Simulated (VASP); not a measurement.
Input of a VASP 6.6.1 run:

Contents of INCAR:

```
  ALGO = Normal
  EDIFF = 1E-6
  ENCUT = 520
  GGA = VW
  ISIF = 2
  ISMEAR = -1
  LASPH = T
  LCHARG = F
  LREAL = F
  LWAVE = F
  NBANDS = 21
  NELM = 60
  PREC = Accurate
  SIGMA = 0.05
```

File KPOINTS:

```
k-points
0
Gamma
  11 11 6
```

Contents of POSCAR:

```
Ru
1.0
    2.6505640930      0.0000000000      0.0000000000
   -1.3252820465      2.2954558389      0.0000000000
    0.0000000000      0.0000000000      4.1944897589
Ru
2
Direct
    0.6666666667      0.3333333333      0.7500000000
    0.3333333333      0.6666666667      0.2500000000
```

Potentials or basis: VASP PAW PBE potentials, release 64 (Ru_pv).

Launch:

```bash
$ cat potpaw_PBE.64/Ru_pv/POTCAR > POTCAR
$ mpirun -np 1 vasp_std > vasp.out
```

(1) Predict the band gap on the k mesh.

(2) What does it give for the pressure?

Results:

(1) zero (band 14 reaches 15.37 eV, above the bottom of band 15 at 11.97 eV).

(2) 9.7 GPa.

Caveat: the PAW data sets were made with another functional, which shifts forces and pressure a little.
